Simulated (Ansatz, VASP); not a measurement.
Two plane-wave programs on LiNbO3

```
CELL_PARAMETERS angstrom
4.01031 0.00000 0.00000
0.00000 4.01031 0.00000
0.00000 0.00000 4.01031
ATOMIC_POSITIONS crystal
Li 0.00000 0.00000 0.00000
Nb 0.50000 0.50000 0.50000
O 0.50000 0.50000 0.00000
O 0.50000 0.00000 0.50000
O 0.00000 0.50000 0.50000
```

Alike in both runs: task single point; functional r2SCAN; k mesh 6 × 6 × 6; no spin polarisation.

```csv
,VASP,Ansatz
version,VASP 6.6.1,Ansatz 0.2.0
potentials or method,"VASP PAW PBE potentials, release 64 (Li_sv, Nb_sv, O)","plane waves, PAW"
plane-wave cutoff (eV),520,500
occupations,"gaussian, width 0.01 eV",fixed
valence electrons in the cell,34,34
```

Ansatz gave:

- gap on the k mesh at the Fermi level (eV): 1.97

**Question.** What did VASP give for the same quantities?

**Answer.** gap on the k mesh at the Fermi level (eV): 1.96.

VASP's potentials were made for PBE, not for r2SCAN.

Noted on VASP's run: the cutoff is short for stress, so the pressure is rough.
